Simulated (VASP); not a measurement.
# Sb (P6_3/mmc) in VASP: a series of runs

Sb is run at these levels: r2SCAN; tasks: relaxation of cell and atoms.

Everything below comes from runs of VASP 6.6.1. Logs are shortened: lines on timing, memory, paths and dates and some standing lists are left out, and cuts for length are marked.

### 1 The cell of the first run

The structure is hexagonal, space group P6_3/mmc (No. 194). Conventional cell: a = 3.369 Å, b = 3.369 Å, c = 5.330 Å, α = 90.00°, β = 90.00°, γ = 120.00°. Within 4.3 Å of Sb (site symmetry -6m2) lie 12 Sb at 3.30 to 3.37 Å.

### 2 Relaxation of cell and atoms, r2SCAN

Contents of POSCAR:

```
Sb
1.0
    3.3690001795      0.0000000000      0.0000000000
   -1.6845000898      2.9176397408      0.0000000000
    0.0000000000      0.0000000000      5.3300000000
Sb
2
Direct
    0.3333333333      0.6666666667      0.2500000000
    0.6666666667      0.3333333333      0.7500000000
```

Contents of INCAR.step1:

```
SYSTEM = Sb
ALGO     = Normal         ! electronic algorithm
EDIFF    = 1E-4           ! SCF threshold, eV
ENCUT    = 600            ! plane-wave cutoff, eV
GGA      = PE             ! functional
ISMEAR   = 0              ! smearing method
LASPH    = .TRUE.         ! aspherical terms in the spheres
LCHARG   = .FALSE.        ! write CHGCAR
LREAL    = .FALSE.        ! projectors in reciprocal space
LWAVE    = .TRUE.         ! write WAVECAR
NELM     = 100            ! most SCF steps
PREC     = Accurate       ! precision mode
SIGMA    = 0.1            ! smearing width, eV
```

Contents of INCAR.step2:

```
SYSTEM = Sb
ALGO     = Normal         ! electronic algorithm
EDIFF    = 1E-6           ! SCF threshold, eV
EDIFFG   = -0.005         ! ionic threshold
ENCUT    = 600            ! plane-wave cutoff, eV
IBRION   = 2              ! ionic algorithm
ISIF     = 3              ! what is computed and relaxed
ISMEAR   = 0              ! smearing method
ISTART   = 1            
LASPH    = .TRUE.         ! aspherical terms in the spheres
LCHARG   = .FALSE.        ! write CHGCAR
LMIXTAU  = .TRUE.       
LREAL    = .FALSE.        ! projectors in reciprocal space
LWAVE    = .FALSE.        ! write WAVECAR
METAGGA  = R2SCAN         ! meta-GGA
NELM     = 100            ! most SCF steps
NSW      = 100            ! ionic steps
PREC     = Accurate       ! precision mode
SIGMA    = 0.1            ! smearing width, eV
```

Contents of KPOINTS:

```
k-points
0
G
  15 15 8
  0 0 0
```

Potentials or basis: VASP PAW PBE potentials, release 64 (Sb).

Launch:

```sh
> cat potpaw_PBE.64/Sb/POTCAR > POTCAR
> cp INCAR.step1 INCAR
> mpirun -np 1 vasp_std > vasp.out
> cp INCAR.step2 INCAR
> mpirun -np 1 vasp_std > vasp.out
```

OUTCAR:

```text
SYSTEM = Sb
   EDIFF = 1E-6
   EDIFFG = -0.005
   ENCUT = 600
   IBRION = 2
   ISIF = 3
   ISMEAR = 0
   ISTART = 1
   LASPH = .TRUE.
   LREAL = .FALSE.
   METAGGA = R2SCAN
   NELM = 100
   NSW = 100
   PREC = Accurate

 ion  position               nearest neighbor table
   1  0.333  0.667  0.250-   2 3.30   2 3.30   2 3.30   2 3.30   2 3.30   2 3.30
   2  0.667  0.333  0.750-   1 3.30   1 3.30   1 3.30   1 3.30   1 3.30   1 3.30

  LATTYP: Found a hexagonal cell.
 ALAT       =     3.3690001795
 C/A-ratio  =     1.5820717471

  Lattice vectors:

 A1 = (   3.3690001795,   0.0000000000,   0.0000000000)
 A2 = (  -1.6845000898,   2.9176397408,   0.0000000000)
 A3 = (   0.0000000000,   0.0000000000,   5.3300000000)

Analysis of symmetry for initial positions (statically):
=====================================================================
 Subroutine PRICEL returns:
 Original cell was already a primitive cell.

 Routine SETGRP: Setting up the symmetry group for a
 hexagonal supercell.

 Subroutine GETGRP returns: Found 24 space group operations
 (whereof 12 operations were pure point group operations)
 out of a pool of 24 trial point group operations.

The static configuration has the point symmetry D_3d.
 The point group associated with its full space group is D_6h.

Analysis of symmetry for dynamics (positions and initial velocities):
=====================================================================
 Subroutine PRICEL returns:
 Original cell was already a primitive cell.

 Routine SETGRP: Setting up the symmetry group for a
 hexagonal supercell.

 Subroutine GETGRP returns: Found 24 space group operations
 (whereof 12 operations were pure point group operations)
 out of a pool of 24 trial point group operations.

The dynamic configuration has the point symmetry D_3d.
 The point group associated with its full space group is D_6h.

 Subroutine INISYM returns: Found 24 space group operations
 (whereof 12 operations are pure point group operations),
 and found     1 'primitive' translations

----------------------------------------------------------------------------------------

                                     Primitive cell

  volume of cell :      52.3914

  direct lattice vectors                    reciprocal lattice vectors
     3.369000179  0.000000000  0.000000000     0.296823968  0.171371398  0.000000000
    -1.684500090  2.917639741  0.000000000     0.000000000  0.342742795  0.000000000
     0.000000000  0.000000000  5.330000000     0.000000000  0.000000000  0.187617261

  length of vectors
     3.369000179  3.369000180  5.330000000     0.342742795  0.342742795  0.187617261

  position of ions in fractional coordinates (direct lattice)
     0.333333333  0.666666667  0.250000000
     0.666666667  0.333333333  0.750000000

  ion indices of the primitive-cell ions
   primitive index   ion index
                 1           1
                 2           2

----------------------------------------------------------------------------------------

 KPOINTS: k-points

Automatic generation of k-mesh.
 Grid dimensions read from file:
 generate k-points for:   15   15    8

 Generating k-lattice:

  Cartesian coordinates                     Fractional coordinates (reciprocal lattice)
     0.019788265  0.011424760  0.000000000     0.066666667 -0.000000000  0.000000000
     0.000000000  0.022849520  0.000000000     0.000000000  0.066666667  0.000000000
     0.000000000  0.000000000  0.023452158     0.000000000  0.000000000  0.125000000

  Length of vectors
     0.022849520  0.022849520  0.023452158

  Shift w.r.t. Gamma in fractional coordinates (k-lattice)
     0.000000000  0.000000000  0.000000000

 Subroutine IBZKPT returns following result:
 ===========================================

 Found    135 irreducible k-points:

 Following reciprocal coordinates:
            Coordinates               Weight
  0.000000  0.000000  0.000000      1.000000
  0.066667  0.000000  0.000000      6.000000
  0.133333  0.000000  0.000000      6.000000
  0.200000  0.000000  0.000000      6.000000
  0.266667  0.000000  0.000000      6.000000
  0.333333  0.000000  0.000000      6.000000
[... 16 lines left out ...]
  0.333333  0.200000  0.000000     12.000000
  0.400000  0.200000  0.000000      6.000000
 [... further k-points ...]
   k-points           NKPTS =    135   k-points in BZ     NKDIM =    135   number of bands    NBANDS=      9
   number of dos      NEDOS =    301   number of ions     NIONS =      2
   total plane-waves  NPLWV =  37632
   dimension x,y,z NGX =    28 NGY =   28 NGZ =   48
   dimension x,y,z NGXF=    56 NGYF=   56 NGZF=   96
   ions per type =               2
   NGX,Y,Z   is equivalent  to a cutoff of  13.82, 13.82, 14.97 a.u.
   NGXF,Y,Z  is equivalent  to a cutoff of  27.63, 27.63, 29.94 a.u.
 SYSTEM =  Sb
   PREC   = accura    normal or accurate (medium, high low for compatibility)
   ISTART =      1    job   : 0-new  1-cont  2-samecut
   ICHARG =      0    charge: 1-file 2-atom 10-const
   ISPIN  =      1    spin polarized calculation?
   LNONCOLLINEAR =      F non collinear calculations
   LSORBIT =      F    spin-orbit coupling
   LASPH  =      T    aspherical Exc in radial PAW
   ENCUT  =  600.0 eV  44.10 Ry    6.64 a.u.   6.73  6.73 10.65*2*pi/ulx,y,z
   NELM   =    100;   NELMIN=  2; NELMDL=  0     # of ELM steps
   EDIFF  = 0.1E-05   stopping-criterion for ELM
   LREAL  =      F    real-space projection
   EDIFFG = -.5E-02   stopping-criterion for IOM
   NSW    =    100    number of steps for IOM
   IBRION =      2    ionic relax: 0-MD 1-quasi-New 2-CG
   NFREE  =      1    steps in history (QN), initial steepest desc. (CG)
   ISIF   =      3    stress and relaxation
   ISYM   =      2    0-nonsym 1-usesym 2-fastsym
   POTIM  = 0.5000    time-step for ionic-motion
   TEBEG  =    0.0;   TEEND  =   0.0 temperature during run
   PSTRESS=    0.0 pullay stress
   NELECT =      10.0000    total number of electrons
   NUPDOWN=      -1.0000    fix difference up-down
   EMIN   =  10.00;   EMAX   =-10.00  energy-range for DOS
   EFERMI =   0.00;   METHOD = LEGACY
   ISMEAR =     0;   SIGMA  =   0.10  broadening in eV -4-tet -1-fermi 0-gaus
   EFERMI_NEDOS =   21; number of points for ismear=-14 and -15
   IALGO  =     38    algorithm
   IMIX   =      4    mixing-type and parameters
     AMIX     =   0.40;   BMIX     =  1.00
     AMIX_MAG =   1.60;   BMIX_MAG =  1.00
  volume/ion in A,a.u.               =      26.20       176.78
  Fermi-wavevector in a.u.,A,eV,Ry     =   0.942587  1.781231 12.088376  0.888471
  Thomas-Fermi vector in A             =   2.070211
   LORBIT       =      0    0 simple, 1 ext, 2 COOP (PROOUT), +10 PAW based schemes
   METAGGA = R2SCAN    functional components
   LHFCALC =     F    Hartree Fock is set to
   AEXX    =    0.0000 exact exchange contribution
   IVDW    =     0    specifies the selected vdW correction
   LEPSILON=     F    determine dielectric tensor
   LRPA    =     F    only Hartree local field effects (RPA)
 conjugate gradient relaxation of ions
 non-spin polarized calculation
 Gauss-broadening in eV      SIGMA  =   0.10
  energy-cutoff  :      600.00
  volume of cell :       52.39
 maximum number of plane-waves:      1773
 NGX is ok and might be reduce to    28
   NGX = 13   NGY = 13   NGZ = 21

--------------------------------------- Ionic step        1  -------------------------------------------

 number of electron      10.0000000 magnetization

 Free energy of the ion-electron system (eV)
  ---------------------------------------------------
  ext. energy  EPLUGINS =         0.00000000
  ---------------------------------------------------
  free energy    TOTEN  =       -50.54237321 eV

  energy without entropy =      -50.53478673  energy(sigma->0) =      -50.53857997

------------------------ aborting loop because EDIFF is reached ----------------------------------------

  FORCE on cell =-STRESS in cart. coord.  units (eV):
  Direction    XX          YY          ZZ          XY          YZ          ZX
  --------------------------------------------------------------------------------------
  -------------------------------------------------------------------------------------
  Total        0.4630372      0.4630372      1.3332809     -0.0000000     -0.0000000      0.0000000
  in kB       14.1601079     14.1601079     40.7729684     -0.0000000     -0.0000000      0.0000000
  external PRESSURE =      23.0310614 kB  Pullay stress =       0.0000000 kB
[... 273 lines left out ...]
  energy  without entropy=      -50.5620670166  energy(sigma->0) =      -50.56564954

--------------------------------------- Ionic step        9  -------------------------------------------

 number of electron       9.9999999 magnetization

 Free energy of the ion-electron system (eV)
  ---------------------------------------------------
  ext. energy  EPLUGINS =         0.00000000
  ---------------------------------------------------
  free energy    TOTEN  =       -50.56924818 eV

  energy without entropy =      -50.56203470  energy(sigma->0) =      -50.56564144

 E-fermi :   8.4441     XC(G=0): -10.7961

 val. band max:        8.4258269607   @ k =   0.4000   0.0667   0.3750
 cond. band min:       8.4452165158   @ k =   0.4000   0.0667   0.0000
 fundamental gap:      0.0193895551
 Fermi energy:         8.4440733187

 k-point     1 :       0.0000    0.0000    0.0000
  band No.  band energies     occupation
      1      -5.1398      2.00000
      2      -1.3599      2.00000
      3       2.2550      2.00000
      4      12.3609      0.00000
      5      12.3609      0.00000
      6      13.7286      0.00000
      7      14.0113      0.00000
      8      14.0113      0.00000
      9      16.9236      0.00000
[... 265 lines left out ...]
 k-point    24 :       0.4000    0.2000    0.0000
  band No.  band energies     occupation
      1      -0.7805      2.00000
      2       0.2974      2.00000
      3       4.0268      2.00000
      4       5.5240      2.00000
      5       6.1911      2.00000
      6       6.5844      2.00000
      7       8.3111      1.94003
      8       9.0037      0.00000
      9      13.3443      0.00000

 [... further k-points ...]
[... 5 lines left out ...]
  --------------------------------------------------------------------------------------
  -------------------------------------------------------------------------------------
  Total       -0.0014635     -0.0014635      0.0042468      0.0000000      0.0000000      0.0000000
  in kB       -0.0432906     -0.0432906      0.1256185      0.0000000      0.0000000      0.0000000
  external PRESSURE =       0.0130125 kB  Pullay stress =       0.0000000 kB
[... 17 lines left out ...]
  FREE ENERGIE OF THE ION-ELECTRON SYSTEM (eV)
  ---------------------------------------------------
  free  energy   TOTEN  =       -50.5692481815 eV

  energy  without entropy=      -50.5620347035  energy(sigma->0) =      -50.56564144

 reached required accuracy - stopping structural energy minimisation
```

Wall time 21 min (1 thread of Intel Xeon Platinum 8259CL at 2.50GHz (Skylake/Cascade Lake), shared host); peak memory 0.26 GiB.

Results:

| Item | Value |
| --- | --- |
| Free energy | -50.5692 eV |
| Relaxed volume | 27.08 Å³/atom |
| Relaxed cell | a = 3.348 Å, b = 3.348 Å, c = 5.581 Å, α = 90.00°, β = 90.00°, γ = 120.00° |
| Space group after relaxing (to 0.05 Å) | P6_3/mmc (No. 194) |
| Energy gained by relaxing | 13.4 meV/atom |
| Ionic steps | 9 |
| Pressure after relaxing | 0.0 GPa |
| Band gap on the k mesh | zero (band 5 reaches 13.17 eV, above the bottom of band 6 at 4.98 eV) |

The path:
| step | energy change (eV) | largest force (eV/Å) | pressure (GPa) | volume (Å³) |
| --- | --- | --- | --- | --- |
| 1 | 0.0000 | 0.0000 | 2.30 | 52.39 |
| 2 | -0.0167 | 0.0000 | -1.30 | 55.29 |
| 3 | -0.0190 | 0.0000 | -0.44 | 54.51 |
| 4 | -0.0244 | 0.0000 | -0.26 | 54.32 |
| 5 | -0.0266 | 0.0000 | -0.01 | 54.15 |
| 6 | -0.0268 | 0.0000 | 0.12 | 54.06 |
| 7 | -0.0268 | 0.0000 | 0.11 | 54.08 |
| 8 | -0.0269 | 0.0000 | -0.07 | 54.23 |
| 9 | -0.0269 | 0.0000 | 0.00 | 54.17 |

Final structure:
```xyz
2
Lattice="3.3478 0.0000 0.0000 -1.6739 2.8993 0.0000 0.0000 0.0000 5.5805" Properties=species:S:1:pos:R:3 pbc="T T T"
Sb    0.0000    1.9328    1.3951
Sb    1.6739    0.9664    4.1854
```

Caveat: the PAW data sets were made with another functional, which shifts forces and pressure a little; spin-orbit coupling is left out, which moves the levels of the heavy elements. Zero-point motion and thermal expansion aren't in these numbers.

### 3 Relaxation of cell and atoms, r2SCAN, target pressure 4 GPa, at which the enthalpy is minimised

This run uses another cell than the first one, of 25.61 Å³/atom, 0.977 times its volume.

Contents of POSCAR:

```
Sb
1.0
    3.2972737979      0.0000000000      0.0000000000
   -1.6486368990      2.8555228722      0.0000000000
    0.0000000000      0.0000000000      5.4389701179
Sb
2
Direct
    0.3333333333      0.6666666667      0.2500000000
    0.6666666667      0.3333333333      0.7500000000
```

Contents of INCAR.step1:

```
PREC = Accurate
ENCUT = 600
ISMEAR = 0
SIGMA = 0.1
LREAL = F
LASPH = T
NELM = 80
GGA = PE
ALGO = Normal
EDIFF = 1E-4
LWAVE = T
LCHARG = F
```

Contents of INCAR.step2:

```
PREC = Accurate
ENCUT = 600
EDIFF = 1E-6
ISMEAR = 0
SIGMA = 0.1
LREAL = F
LASPH = T
NELM = 80
ALGO = Normal
ISIF = 3
LWAVE = F
LCHARG = F
METAGGA = R2SCAN
LMIXTAU = T
IBRION = 2
NSW = 70
EDIFFG = -0.008
PSTRESS = 40.0
ISTART = 1
```

Contents of KPOINTS:

```
regular mesh
0
Gamma
  12 12 8
```

Potentials or basis: VASP PAW PBE potentials, release 64 (Sb).

Launch:

```sh
> cat potpaw_PBE.64/Sb/POTCAR > POTCAR
> cp INCAR.step1 INCAR
> mpirun -np 1 vasp_std > vasp.out
> cp INCAR.step2 INCAR
> mpirun -np 1 vasp_std > vasp.out
```

Wall time 3.2 min (1 thread of Intel Xeon 6975P-C (Granite Rapids), shared host); peak memory 0.23 GiB.

The run converged. Its results:

```
Free energy                                            : -50.5427 eV
Relaxed volume                                         : 25.61 Å³/atom
Relaxed cell                                           : a = 3.301 Å, b = 3.301 Å, c = 5.427 Å, α = 90.00°, β = 90.00°, γ = 120.00°
Space group after relaxing (to 0.05 Å)                 : P6_3/mmc (No. 194)
Energy change on relaxing (the enthalpy is what falls) : -0.3 meV/atom
Ionic steps                                            : 6
Pressure after relaxing                                : 4.0 GPa
Band gap on the k mesh                                 : zero (band 5 reaches 14.14 eV, above the bottom of band 6 at 5.50 eV)
```

Step by step:
| step | energy change (eV) | largest force (eV/Å) | pressure (GPa) | volume (Å³) |
| --- | --- | --- | --- | --- |
| 1 | 0.0000 | 0.0000 | 4.04 | 51.21 |
| 2 | -0.0013 | 0.0000 | 3.95 | 51.26 |
| 3 | -0.0013 | 0.0000 | 3.95 | 51.26 |
| 4 | -0.0014 | 0.0000 | 3.94 | 51.26 |
| 5 | 0.0002 | 0.0000 | 4.04 | 51.20 |
| 6 | -0.0005 | 0.0000 | 4.02 | 51.23 |

Final structure:
```xyz
2
Lattice="3.3014 0.0000 0.0000 -1.6507 2.8591 0.0000 0.0000 0.0000 5.4269" Properties=species:S:1:pos:R:3 pbc="T T T"
Sb    0.0000    1.9061    1.3567
Sb    1.6507    0.9530    4.0702
```

Levels at points of the mesh, in eV from the Fermi level:
```tsv
k point	band 3	band 4	band 5	band 6	band 7	band 8
(0.00, 0.00, 0.00)	-6.52	4.08	4.08	5.91	5.91	6.01
(0.50, 0.00, 0.00)	-4.65	-3.48	-2.60	-0.19	0.43	4.07
(0.00, 0.00, 0.50)	-0.91	-0.91	4.99	4.99	4.99	4.99
(0.50, 0.00, 0.50)	-5.97	-5.97	1.79	1.79	1.97	1.97
```

Caveat: the cell is relaxed towards a set pressure, so the enthalpy falls and the energy may rise; the PAW data sets were made with another functional, which shifts forces and pressure a little; spin-orbit coupling is left out, which moves the levels of the heavy elements.
